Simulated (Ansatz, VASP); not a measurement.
**Two plane-wave programs on Mg5O**

File INCAR:

```
SYSTEM = Mg5O
ALGO = Normal
EDIFF = 1E-6
ENCUT = 520
GGA = PE
ISIF = 2
ISMEAR = 0
ISPIN = 2
LASPH = .True.
LCHARG = .False.
LORBIT = 11
LREAL = .False.
LWAVE = .False.
MAGMOM = 0 0 0 0 0 1
NBANDS = 21
NELM = 150
PREC = Accurate
SIGMA = 0.1
```

File KPOINTS:

```
k-points
0
Gamma
  6 6 1
  0 0 0
```

Contents of POSCAR:

```
Mg5O
1.0
    3.0701343500      0.0000000000      0.0000000000
   -1.5350671800      2.6588143400      0.0000000000
    0.0000000000      0.0000000000     15.3626024500
Mg O
5 1
Direct
    0.6666666700      0.3333333300      0.1697627500
    0.0000000000      0.0000000000      0.3333671700
    0.6666666700      0.3333333300      0.5000000000
    0.0000000000      0.0000000000      0.6666328300
    0.6666666700      0.3333333300      0.8302372500
    0.0000000000      0.0000000000      0.0000000000
```

Input for Ansatz:

```yaml
crystal:
  lattice:
    - [3.07013435, 0.0, 0.0]
    - [-1.53506718, 2.65881434, 0.0]
    - [0.0, 0.0, 15.36260245]
  atoms:
    - { symbol: Mg, position: [0.66666667, 0.33333333, 0.16976275] }
    - { symbol: Mg, position: [0.0, 0.0, 0.33336717] }
    - { symbol: Mg, position: [0.66666667, 0.33333333, 0.5] }
    - { symbol: Mg, position: [0.0, 0.0, 0.66663283] }
    - { symbol: Mg, position: [0.66666667, 0.33333333, 0.83023725] }
    - { symbol: O, position: [0.0, 0.0, 0.0], spin: 1.0 }
basis:
  ecutwfc: 420
kpoints:
  mp_grid: { grid: [6, 6, 1] }
hamiltonian:
  xc: pbe
scf:
  occupations: { method: gaussian, width: 0.1 }
  lower_state_search: "off"
output:
  forces: true
  stress: true
  eigenvalues: true
  populations: true
magnetization:
  spin_polarized: true
```

Change from the starting cell: species swapped into the Li5Mg type (P-6m2, No. 187).

Alike in both runs: task single point; functional PBE; k mesh 6 × 6 × 1; occupations gaussian, width 0.1 eV; collinear spin.

```csv
,VASP,Ansatz
version,VASP 6.6.1,Ansatz 0.2.0
potentials or method,"VASP PAW PBE potentials, release 64 (Mg, O), cutoff 520 eV","scalar-relativistic, plane waves, PAW"
valence electrons in the cell,16,56
```

```tsv
	VASP	Ansatz	Ansatz less VASP
gap on the k mesh at the Fermi level (eV)	none	none	-
pressure (GPa)	-0.7	0.1	+0.72
traceless stress, the component that is largest in VASP (GPa)	-7.13	-6.01	+1.125
rms of the force components (eV/Å)	0.625	0.520	-0.1054
net moment per atom (μB)	0.00	0.32	+0.322
size of the moment on the site where the two differ most (μB)	0.00	1.20	+1.197
```

The net moments are unlike, so the other rows may belong to different states. Site moments also hang on the region over which each program counts them. Atom by atom the forces differ by 0.108 eV/Å (rms over components). A gap of «none» marks a metal or a gap that the smearing closes. VASP's potentials hold 16 valence electrons a cell and Ansatz's 56, so a difference there can come from the potentials and not from the codes.

The k mesh is coarse, so the values compare programs but aren't converged.
